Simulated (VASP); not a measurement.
Write the native input for VASP 6.6.1 that does the following.

* Task: single point
* Functional: PBEsol
* Potentials or basis: VASP PAW PBE potentials, release 64 (Tl_d, S)
* Cutoff: 520 eV
* k mesh: 7 × 7 × 7
* Occupations: fermi-dirac, width 0.05 eV
* Spin: no spin polarisation
* Dipole correction: no
* Further INCAR settings: ALGO = Normal; EDIFF = 1e-06; NBANDS = 30

The structure of Tl3S lies in POSCAR:

```
Tl3S
1.0
   -2.3509700000      2.3509700000      5.1428010000
    2.3509700000     -2.3509700000      5.1428010000
    2.3509700000      2.3509700000     -5.1428010000
Tl S
3 1
Direct
    0.5000000000      0.5000000000      0.0000000000
    0.2500000000      0.7500000000      0.5000000000
    0.7500000000      0.2500000000      0.5000000000
    0.0000000000      0.0000000000      0.0000000000
```

These files were run (other wordings do the same):

INCAR

```
PREC = Accurate
ENCUT = 520
EDIFF = 1E-6
ISMEAR = -1
SIGMA = 0.05
LREAL = F
LASPH = T
NELM = 60
ALGO = Normal
ISIF = 2
LWAVE = F
LCHARG = F
GGA = PS
NBANDS = 30
```

KPOINTS

```
Automatic mesh
0
Gamma
  7 7 7
```

Potentials or basis: VASP PAW PBE potentials, release 64 (Tl_d, S).

Command:

```console
$ cat potpaw_PBE.64/Tl_d/POTCAR potpaw_PBE.64/S/POTCAR > POTCAR
$ mpirun -np 1 vasp_std > vasp.out
```

Results of the run:

```json
{
  "Pressure": "-2.9 GPa",
  "Band gap on the k mesh": "zero (an odd number of electrons rules out a gap without spin polarisation)"
}
```

Caveat: the PAW data sets were made with another functional, which shifts forces and pressure a little; spin-orbit coupling is left out, which moves the levels of the heavy elements.

Run time: 83 s on 1 thread of Intel(R) Xeon(R) 6975P-C (Granite Rapids) (shared host), peak memory 0.37 GiB.
